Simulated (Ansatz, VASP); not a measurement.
**Two plane-wave programs on MoS2**

```
Mo S
1.0
     1.58000    0.91221    6.15000
    -1.58000    0.91221    6.15000
     0.00000   -1.82443    6.15000
Mo S
1 2
Direct
  0.00000 0.00000 0.00000
  0.25000 0.25000 0.25000
  0.41700 0.41700 0.41700
```

Alike in both runs: task single point; functional PBE; k mesh 8 × 8 × 8; occupations fermi-dirac, width 0.1 eV; no spin polarisation.

|  | VASP | Ansatz |
| --- | --- | --- |
| version | VASP 6.6.1 | Ansatz 0.2.0 |
| potentials or method | VASP PAW PBE potentials, release 64 (Mo_sv, S), cutoff 520 eV | plane waves, PAW |
| valence electrons in the cell | 26 | 26 |

Ansatz gave:

| Property | Result |
| --- | --- |
| pressure (GPa) | 5.3 |
| traceless stress, the component that is largest in VASP (GPa) | 1.60 |
| rms of the force components (eV/Å) | 0.228 |

Task: Estimate VASP's values.

Result: Pressure (GPa): 5.2; traceless stress, the component that is largest in VASP (GPa): 1.56; rms of the force components (eV/Å): 0.221.

Atom by atom the forces differ by 0.007 eV/Å (rms over components).
